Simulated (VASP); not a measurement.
# Si2Ni (Fm-3m) in VASP: notebook

Aim: see how the results for Si2Ni move with the level of theory and the settings. Levels: revPBE+D3(BJ), revPBE+D4. Tasks: single point, relaxation of cell and atoms.

Everything below comes from runs of VASP 6.6.1. Logs are shortened: lines on timing, memory, paths and dates and some standing lists are left out, and cuts for length are marked.

## 1. The cell of the first run

The structure is cubic, space group Fm-3m (No. 225). Conventional cell: a = 5.345 Å, b = 5.345 Å, c = 5.345 Å, α = 90.00°, β = 90.00°, γ = 90.00°. Ni (site symmetry m-3m) has 8 Si at 2.31 Å within 3.1 Å. Si (site symmetry -43m) has 4 Ni at 2.31 Å and 6 Si at 2.67 Å within 3.1 Å.

## 2. Single point, revPBE+D3(BJ), collinear spin, ferromagnetic start

File INCAR:

```
SYSTEM = Si2Ni
  PREC = Accurate
  ENCUT = 520
  EDIFF = 1E-6
  ISMEAR = -1
  SIGMA = 0.05
  LREAL = .FALSE.
  LASPH = .TRUE.
  NELM = 150
  ALGO = Normal
  ISIF = 2
  LWAVE = .FALSE.
  LCHARG = .TRUE.
  ISPIN = 2
  MAGMOM = 1 0 0
  LORBIT = 11
  LMAXMIX = 4
  GGA = RE
  IVDW = 12
  LELF = .TRUE.
  LVHAR = .TRUE.
  NBANDS = 20
```

File KPOINTS:

```
Automatic mesh
0
G
  9 9 9
  0 0 0
```

File POSCAR:

```
Si2Ni
1.0
    0.0000000000      2.6723254652      2.6723254652
    2.6723254652      0.0000000000      2.6723254652
    2.6723254652      2.6723254652      0.0000000000
Ni Si
1 2
Direct
    0.0000000000      0.0000000000      0.0000000000
    0.7500000000      0.7500000000      0.7500000000
    0.2500000000      0.2500000000      0.2500000000
```

Potentials or basis: VASP PAW PBE potentials, release 64 (Ni, Si).

Launch:

```
cat potpaw_PBE.64/Ni/POTCAR potpaw_PBE.64/Si/POTCAR > POTCAR
mpirun -np 1 vasp_std > vasp.out
```

OUTCAR:

```text
SYSTEM = Si2Ni
   PREC = Accurate
   ENCUT = 520
   EDIFF = 1E-6
   ISMEAR = -1
   LREAL = .FALSE.
   LASPH = .TRUE.
   NELM = 150
   ISIF = 2
   ISPIN = 2
   LORBIT = 11
   GGA = RE
   IVDW = 12
 IVDW          = 12

 ion  position               nearest neighbor table
   1  0.000  0.000  0.000-   2 2.31   2 2.31   2 2.31   2 2.31   3 2.31   3 2.31   3 2.31   3 2.31

   2  0.750  0.750  0.750-   1 2.31   1 2.31   1 2.31   1 2.31   3 2.67   3 2.67   3 2.67   3 2.67
                             3 2.67   3 2.67
   3  0.250  0.250  0.250-   1 2.31   1 2.31   1 2.31   1 2.31   2 2.67   2 2.67   2 2.67   2 2.67
                             2 2.67   2 2.67

  LATTYP: Found a face centered cubic cell.
 ALAT       =     5.3446509304

  Lattice vectors:

 A1 = (   0.0000000000,   2.6723254652,   2.6723254652)
 A2 = (   2.6723254652,   0.0000000000,   2.6723254652)
 A3 = (   2.6723254652,   2.6723254652,   0.0000000000)

Analysis of symmetry for initial positions (statically):
=====================================================================
 Subroutine PRICEL returns:
 Original cell was already a primitive cell.

 Routine SETGRP: Setting up the symmetry group for a
 face centered cubic supercell.

 Subroutine GETGRP returns: Found 48 space group operations
 (whereof 48 operations were pure point group operations)
 out of a pool of 48 trial point group operations.

The static configuration has the point symmetry O_h .

Analysis of symmetry for dynamics (positions and initial velocities):
=====================================================================
 Subroutine PRICEL returns:
 Original cell was already a primitive cell.

 Routine SETGRP: Setting up the symmetry group for a
 face centered cubic supercell.

 Subroutine GETGRP returns: Found 48 space group operations
 (whereof 48 operations were pure point group operations)
 out of a pool of 48 trial point group operations.

The dynamic configuration has the point symmetry O_h .

Analysis of structural, dynamic, and magnetic symmetry:
=====================================================================
 Subroutine PRICEL returns:
 Original cell was already a primitive cell.

 Routine SETGRP: Setting up the symmetry group for a
 face centered cubic supercell.

 Subroutine GETGRP returns: Found 48 space group operations
 (whereof 48 operations were pure point group operations)
 out of a pool of 48 trial point group operations.

The overall configuration has the point symmetry O_h .

 Subroutine INISYM returns: Found 48 space group operations
 (whereof 48 operations are pure point group operations),
 and found     1 'primitive' translations

----------------------------------------------------------------------------------------

                                     Primitive cell

  volume of cell :      38.1679

  direct lattice vectors                    reciprocal lattice vectors
     0.000000000  2.672325465  2.672325465    -0.187102958  0.187102958  0.187102958
     2.672325465  0.000000000  2.672325465     0.187102958 -0.187102958  0.187102958
     2.672325465  2.672325465  0.000000000     0.187102958  0.187102958 -0.187102958

  length of vectors
     3.779238916  3.779238916  3.779238916     0.324071830  0.324071830  0.324071830

  position of ions in fractional coordinates (direct lattice)
     0.000000000  0.000000000  0.000000000
     0.750000000  0.750000000  0.750000000
     0.250000000  0.250000000  0.250000000

  ion indices of the primitive-cell ions
   primitive index   ion index
                 1           1
                 2           2
                 3           3

----------------------------------------------------------------------------------------

 KPOINTS: Automatic mesh

Automatic generation of k-mesh.
 Grid dimensions read from file:
 generate k-points for:    9    9    9

 Generating k-lattice:

  Cartesian coordinates                     Fractional coordinates (reciprocal lattice)
    -0.020789218  0.020789218  0.020789218     0.111111111  0.000000000  0.000000000
     0.020789218 -0.020789218  0.020789218     0.000000000  0.111111111  0.000000000
     0.020789218  0.020789218 -0.020789218     0.000000000  0.000000000  0.111111111

  Length of vectors
     0.036007981  0.036007981  0.036007981

  Shift w.r.t. Gamma in fractional coordinates (k-lattice)
     0.000000000  0.000000000  0.000000000

 Subroutine IBZKPT returns following result:
 ===========================================

 Found     35 irreducible k-points:

 Following reciprocal coordinates:
            Coordinates               Weight
  0.000000  0.000000  0.000000      1.000000
  0.111111  0.000000  0.000000      8.000000
  0.222222  0.000000  0.000000      8.000000
  0.333333  0.000000  0.000000      8.000000
  0.444444  0.000000  0.000000      8.000000
  0.111111  0.111111  0.000000      6.000000
[... 16 lines left out ...]
 -0.333333  0.333333  0.000000     12.000000
[... 65 lines left out ...]
  free energy    TOTEN  =       -16.37714364 eV

  energy without entropy =      -16.36779060  energy(sigma->0) =      -16.37246712

 E-fermi :  11.0819     XC(G=0): -11.7082

 val. band max:       11.0811465592   @ k =   0.3333   0.2222   0.0000
 cond. band min:      11.0856879686   @ k =   0.0000   0.0000   0.0000
 fundamental gap:      0.0045414093
 Fermi energy:        11.0818600021

 spin component 1

 k-point     1 :       0.0000    0.0000    0.0000
  band No.  band energies     occupation
      1      -3.1436      1.00000
      2       5.6082      1.00000
      3       5.6082      1.00000
      4       5.6082      1.00000
      5       7.3310      1.00000
      6       7.3310      1.00000
[... 12 lines left out ...]
     19      20.3788      0.00000
     20      24.5958      0.00000

 k-point     2 :       0.1111    0.0000    0.0000
  band No.  band energies     occupation
      1      -2.9558      1.00000
      2       5.2570      1.00000
      3       5.6673      1.00000
      4       5.6673      1.00000
      5       7.2972      1.00000
      6       7.2972      1.00000
[... 12 lines left out ...]
     19      21.2113      0.00000
     20      25.1935      0.00000
[... 465 lines left out ...]
      3       3.7744      1.00000
      4       6.0813      1.00000
      5       6.5088      1.00000
      6       6.9065      1.00000
[... 12 lines left out ...]
     19      26.1283      0.00000
     20      26.8976      0.00000

 k-point    24 :       0.4444    0.4444    0.0000
  band No.  band energies     occupation
      1       0.5508      1.00000
      2       3.2358      1.00000
      3       3.6178      1.00000
      4       6.2532      1.00000
      5       6.2532      1.00000
      6       7.4089      1.00000
[... 12 lines left out ...]
     19      24.9553      0.00000
     20      25.1212      0.00000

 [... further k-points ...]

 spin component 2

 k-point     1 :       0.0000    0.0000    0.0000
  band No.  band energies     occupation
      1      -3.1437      1.00000
      2       5.6082      1.00000
      3       5.6082      1.00000
      4       5.6082      1.00000
      5       7.3311      1.00000
      6       7.3311      1.00000
[... 12 lines left out ...]
     19      20.3787      0.00000
     20      24.5958      0.00000

 k-point     2 :       0.1111    0.0000    0.0000
  band No.  band energies     occupation
      1      -2.9559      1.00000
      2       5.2570      1.00000
      3       5.6673      1.00000
      4       5.6673      1.00000
      5       7.2972      1.00000
      6       7.2972      1.00000
[... 12 lines left out ...]
     19      21.2113      0.00000
     20      25.1934      0.00000
[... 465 lines left out ...]
      3       3.7744      1.00000
      4       6.0813      1.00000
      5       6.5088      1.00000
      6       6.9065      1.00000
[... 12 lines left out ...]
     19      26.1282      0.00000
     20      26.8975      0.00000

 k-point    24 :       0.4444    0.4444    0.0000
  band No.  band energies     occupation
      1       0.5507      1.00000
      2       3.2358      1.00000
      3       3.6177      1.00000
      4       6.2532      1.00000
      5       6.2532      1.00000
      6       7.4089      1.00000
[... 12 lines left out ...]
     19      24.9552      0.00000
     20      25.1211      0.00000

 [... further k-points ...]

------------------------ aborting loop because EDIFF is reached ----------------------------------------

 Edisp (eV)   -2.69693

 E8    (eV) :    -1.8593

  FORCE on cell =-STRESS in cart. coord.  units (eV):
  Direction    XX          YY          ZZ          XY          YZ          ZX
  --------------------------------------------------------------------------------------
  -------------------------------------------------------------------------------------
  Total      -0.09263    -0.09263    -0.09263     0.00000     0.00000     0.00000
  in kB      -3.88854    -3.88854    -3.88854     0.00000     0.00000     0.00000
  external pressure =       -3.89 kB  Pullay stress =        0.00 kB

 VOLUME and BASIS-vectors are now :
 -----------------------------------------------------------------------------
  energy-cutoff  :      520.00
  volume of cell :       38.17
      direct lattice vectors                 reciprocal lattice vectors
     0.000000000  2.672325465  2.672325465    -0.187102958  0.187102958  0.187102958
     2.672325465  0.000000000  2.672325465     0.187102958 -0.187102958  0.187102958
     2.672325465  2.672325465  0.000000000     0.187102958  0.187102958 -0.187102958

 POSITION                                       TOTAL-FORCE (eV/Angst)
 -----------------------------------------------------------------------------------
      0.00000      0.00000      0.00000        -0.000000      0.000000      0.000000
      4.00849      4.00849      4.00849        -0.000000      0.000000      0.000000
      1.33616      1.33616      1.33616         0.000000     -0.000000     -0.000000
 -----------------------------------------------------------------------------------
    total drift:                               -0.000000     -0.000000      0.000000

  FREE ENERGIE OF THE ION-ELECTRON SYSTEM (eV)
  ---------------------------------------------------
  free  energy   TOTEN  =       -19.0740781712 eV

  energy  without entropy=      -19.0647251305  energy(sigma->0) =      -19.06940165

 total charge

# of ion       s       p       d       tot
------------------------------------------
    1        0.577   0.851   8.464   9.893
    2        0.738   0.869   0.000   1.607
    3        0.738   0.869   0.000   1.607
--------------------------------------------------
tot          2.053   2.588   8.464  13.106

 magnetization (x)

# of ion       s       p       d       tot
------------------------------------------
    1       -0.000  -0.000   0.000   0.000
    2       -0.000  -0.000   0.000  -0.000
    3       -0.000  -0.000   0.000  -0.000
--------------------------------------------------
tot         -0.000  -0.000   0.000  -0.000
```

Run time: 34 s. Hardware: 1 thread of Intel Xeon Platinum 8488C (Sapphire Rapids), shared host; peak memory 0.2 GiB.

Results:

- Free energy: -19.0741 eV
- Pressure: -0.4 GPa
- Band gap on the k mesh: zero (filled and empty bands overlap)
- Net moment: 0.00 μB per cell
- Valence electrons inside the program's atomic spheres: Ni 9.89; Si 1.61
- Dispersion energy per atom: -0.899 eV

Levels at points of the mesh, in eV from the Fermi level:
Spin up:
```tsv
k point	band 5	band 6	band 7	band 8	band 9	band 10	band 11	band 12	band 13	band 14
(0.00, 0.00, 0.00)	-3.75	-3.75	0.00	1.70	1.70	1.70	2.16	2.16	2.16	4.78
```
Spin down:
```
           k point  band 7  band 8  band 9  band 10  band 11  band 12
(0.00, 0.00, 0.00)    0.00    1.70    1.70     1.70     2.16     2.16
```

Caveat: the PAW data sets were made with another functional, which shifts forces and pressure a little; pairwise dispersion overbinds metals, which lowers pressure and volume.

## 3. Single point, revPBE+D4, collinear spin, ferromagnetic start

This run uses another cell than the first one, of 12.81 Å³/atom, 1.007 times its volume.

File INCAR:

```
ALGO = Normal ; EDIFF = 1E-7
ENCUT = 520 ; GGA = RE
ISIF = 2 ; ISMEAR = -1
ISPIN = 2 ; IVDW = 13
LASPH = T ; LCHARG = F
LMAXMIX = 4 ; LORBIT = 11
LREAL = F ; LWAVE = F
MAGMOM = 1 0 0 ; NBANDS = 20
NELM = 150 ; PREC = Accurate
SIGMA = 0.05
```

File KPOINTS:

```
k-points
0
Gamma
  9 9 9
```

File POSCAR:

```
Si2Ni
1.0
    0.0000000000      2.6783549524      2.6783549524
    2.6783549524      0.0000000000      2.6783549524
    2.6783549524      2.6783549524      0.0000000000
Ni Si
1 2
Direct
    0.0000000000      0.0000000000      0.0000000000
    0.7500000000      0.7500000000      0.7500000000
    0.2500000000      0.2500000000      0.2500000000
```

Potentials or basis: VASP PAW PBE potentials, release 64 (Ni, Si).

Launch:

```
cat potpaw_PBE.64/Ni/POTCAR potpaw_PBE.64/Si/POTCAR > POTCAR
mpirun -np 1 vasp_std > vasp.out
```

Wall time 34 s (1 thread of Intel Xeon Platinum 8488C (Sapphire Rapids), shared host); peak memory 0.19 GiB.

Results (log left out):

```yaml
Free_energy: -18.9058 eV
Pressure: -0.3 GPa
Band_gap_on_the_k_mesh: zero (filled and empty bands overlap)
Net_moment: 0.00 μB per cell
Valence_electrons_inside_the_program's_atomic_spheres: Ni 9.87; Si 1.60
Dispersion_energy_per_atom: -0.837 eV
```

Levels at points of the mesh, in eV from the Fermi level:
Spin up:
```
           k point  band 5  band 6  band 7  band 8  band 9  band 10  band 11  band 12  band 13  band 14
(0.00, 0.00, 0.00)   -3.71   -3.71   -0.05    1.70    1.70     1.70     2.18     2.18     2.18     4.76
```
Spin down:
| k point | band 5 | band 6 | band 7 | band 8 | band 9 | band 10 | band 11 | band 12 | band 13 | band 14 |
| --- | --- | --- | --- | --- | --- | --- | --- | --- | --- | --- |
| (0.00, 0.00, 0.00) | -3.71 | -3.71 | -0.05 | 1.70 | 1.70 | 1.70 | 2.18 | 2.18 | 2.18 | 4.76 |

Caveat: the PAW data sets were made with another functional, which shifts forces and pressure a little; pairwise dispersion overbinds metals, which lowers pressure and volume.

## 4. Relaxation of cell and atoms, revPBE+D3(BJ), collinear spin, ferromagnetic start

This run uses another cell than the first one, of 13.17 Å³/atom, 1.035 times its volume.

File INCAR:

```
PREC = Accurate
ENCUT = 600
EDIFF = 1E-7
ISMEAR = -1
SIGMA = 0.05
LREAL = False
LASPH = True
NELM = 150
ALGO = Normal
ISIF = 3
LWAVE = False
LCHARG = False
ISPIN = 2
MAGMOM = 1 0 0
LORBIT = 11
LMAXMIX = 4
GGA = RE
IVDW = 12
IBRION = 2
NSW = 60
EDIFFG = -0.01
```

File KPOINTS:

```
Automatic mesh
0
Gamma
  9 9 9
```

File POSCAR:

```
Si2Ni
1.0
    0.0000000000      2.7030000000      2.7030000000
    2.7030000000      0.0000000000      2.7030000000
    2.7030000000      2.7030000000      0.0000000000
Ni Si
1 2
Direct
    0.0000000000      0.0000000000      0.0000000000
    0.7500000000      0.7500000000      0.7500000000
    0.2500000000      0.2500000000      0.2500000000
```

Launch:

```
cat potpaw_PBE.64/Ni/POTCAR potpaw_PBE.64/Si/POTCAR > POTCAR
mpirun -np 1 vasp_std > vasp.out
```

Run time: 69 s. Hardware: 1 thread of Intel Xeon Platinum 8488C (Sapphire Rapids), shared host; peak memory 0.24 GiB.

The run converged. Its results:

- Free energy: -19.0742 eV
- Relaxed volume: 12.70 Å³/atom
- Relaxed cell: a = 3.777 Å, b = 3.777 Å, c = 3.777 Å, α = 60.00°, β = 60.00°, γ = 60.00°
- Space group after relaxing (to 0.05 Å): Fm-3m (No. 225)
- Energy gained by relaxing: 8.1 meV/atom
- Ionic steps: 3
- Pressure after relaxing: 0.0 GPa
- Band gap on the k mesh: zero (filled and empty bands overlap)
- Net moment: 0.00 μB per cell
- Valence electrons inside the program's atomic spheres: Ni 9.90; Si 1.61
- Dispersion energy per atom: -0.901 eV

Step by step:
```tsv
step	energy change (eV)	largest force (eV/Å)	pressure (GPa)	volume (Å³)
1	0.0000	0.0000	-5.39	39.50
2	-0.0086	0.0000	4.81	37.02
3	-0.0242	0.0000	-0.05	38.10
```

Final structure:
```yaml
crystal:
  lattice:
    - [0.00000, 2.67064, 2.67064]
    - [2.67064, 0.00000, 2.67064]
    - [2.67064, 2.67064, 0.00000]
  atoms:
    - { symbol: Ni, position: [0.00000, 0.00000, 0.00000] }
    - { symbol: Si, position: [0.75000, 0.75000, 0.75000] }
    - { symbol: Si, position: [0.25000, 0.25000, 0.25000] }
```

Levels at points of the mesh, in eV from the Fermi level:
Spin up:
```tsv
k point	band 7	band 8	band 9	band 10	band 11	band 12
(0.00, 0.00, 0.00)	0.02	1.70	1.70	1.70	2.15	2.15
```
Spin down:
```
           k point  band 7  band 8  band 9  band 10  band 11  band 12
(0.00, 0.00, 0.00)    0.02    1.70    1.70     1.70     2.15     2.15
```

Caveat: the PAW data sets were made with another functional, which shifts forces and pressure a little; pairwise dispersion overbinds metals, which lowers pressure and volume.

## 5. Relaxation of cell and atoms, revPBE+D4, collinear spin, ferromagnetic start

This run uses another cell than the first one, of 13.17 Å³/atom, 1.035 times its volume.

File INCAR:

```
PREC = Accurate ; ENCUT = 600
EDIFF = 1E-6 ; ISMEAR = -1
SIGMA = 0.05 ; LREAL = False
LASPH = True ; NELM = 150
ALGO = Normal ; ISIF = 3
LWAVE = False ; LCHARG = False
ISPIN = 2 ; MAGMOM = 1 0 0
LORBIT = 11 ; LMAXMIX = 4
GGA = RE ; IVDW = 13
IBRION = 2 ; NSW = 60
EDIFFG = -0.01
```

File KPOINTS:

```
regular mesh
0
Gamma
  9 9 9
```

POSCAR is that of step 4.

Launch:

```
cat potpaw_PBE.64/Ni/POTCAR potpaw_PBE.64/Si/POTCAR > POTCAR
mpirun -np 1 vasp_std > vasp.out
```

Wall time 62 s (1 thread of Intel Xeon Platinum 8488C (Sapphire Rapids), shared host); peak memory 0.23 GiB.

The run converged. Its results:

| Item | Value |
| --- | --- |
| Free energy | -18.9058 eV |
| Relaxed volume | 12.78 Å³/atom |
| Relaxed cell | a = 3.785 Å, b = 3.785 Å, c = 3.785 Å, α = 60.00°, β = 60.00°, γ = 60.00° |
| Space group after relaxing (to 0.05 Å) | Fm-3m (No. 225) |
| Energy gained by relaxing | 5.4 meV/atom |
| Ionic steps | 3 |
| Pressure after relaxing | 0.0 GPa |
| Band gap on the k mesh | zero (filled and empty bands overlap) |
| Net moment | 0.00 μB per cell |
| Valence electrons inside the program's atomic spheres | Ni 9.88; Si 1.60 |
| Dispersion energy per atom | -0.839 eV |

Step by step:
```tsv
step	energy change (eV)	largest force (eV/Å)	pressure (GPa)	volume (Å³)
1	0.0000	0.0000	-4.48	39.50
2	-0.0049	0.0000	4.19	37.43
3	-0.0161	0.0000	-0.02	38.35
```

Final structure:
```xyz
3
Lattice="0.0000 2.6766 2.6766 2.6766 0.0000 2.6766 2.6766 2.6766 0.0000" Properties=species:S:1:pos:R:3 pbc="T T T"
Ni    0.0000    0.0000    0.0000
Si    4.0148    4.0148    4.0148
Si    1.3383    1.3383    1.3383
```

Levels at points of the mesh, in eV from the Fermi level:
Spin up:
| k point | band 6 | band 7 | band 8 | band 9 | band 10 | band 11 | band 12 | band 13 |
| --- | --- | --- | --- | --- | --- | --- | --- | --- |
| (0.00, 0.00, 0.00) | -3.72 | -0.03 | 1.70 | 1.70 | 1.70 | 2.17 | 2.17 | 2.17 |
Spin down:
| k point | band 5 | band 6 | band 7 | band 8 | band 9 | band 10 | band 11 | band 12 | band 13 | band 14 |
| --- | --- | --- | --- | --- | --- | --- | --- | --- | --- | --- |
| (0.00, 0.00, 0.00) | -3.72 | -3.72 | -0.03 | 1.70 | 1.70 | 1.70 | 2.17 | 2.17 | 2.17 | 4.77 |

Caveat: the PAW data sets were made with another functional, which shifts forces and pressure a little; pairwise dispersion overbinds metals, which lowers pressure and volume.

## 6. Summary

| task | level | cell | cutoff (eV) | gap on the mesh (eV) | pressure (GPa) | moment (μB) | relaxed volume (Å³/atom) |
| --- | --- | --- | --- | --- | --- | --- | --- |
| single point | revPBE+D3(BJ) | a = 3.779 Å, angles 60.0°, 3 atoms | 520 | none | -0.4 | 0.00 | - |
| single point | revPBE+D4 | a = 3.788 Å, angles 60.0°, 3 atoms | 520 | none | -0.3 | 0.00 | - |
| relaxation of cell and atoms | revPBE+D3(BJ) | relaxed from a = 3.823 Å, angles 60.0°, 3 atoms | 600 | none | 0.0 | 0.00 | 12.70 |
| relaxation of cell and atoms | revPBE+D4 | relaxed from a = 3.823 Å, angles 60.0°, 3 atoms | 600 | none | 0.0 | 0.00 | 12.78 |

Alike in all rows: potentials or basis VASP PAW PBE potentials, release 64 (Ni, Si); spin collinear, ferromagnetic start; k mesh 9 × 9 × 9; smearing fermi-dirac 0.05 eV.

Caveats: the PAW data sets were made with another functional, which shifts forces and pressure a little; pairwise dispersion overbinds metals, which lowers pressure and volume.

Absolute energies hang on the potentials; compare differences alone.
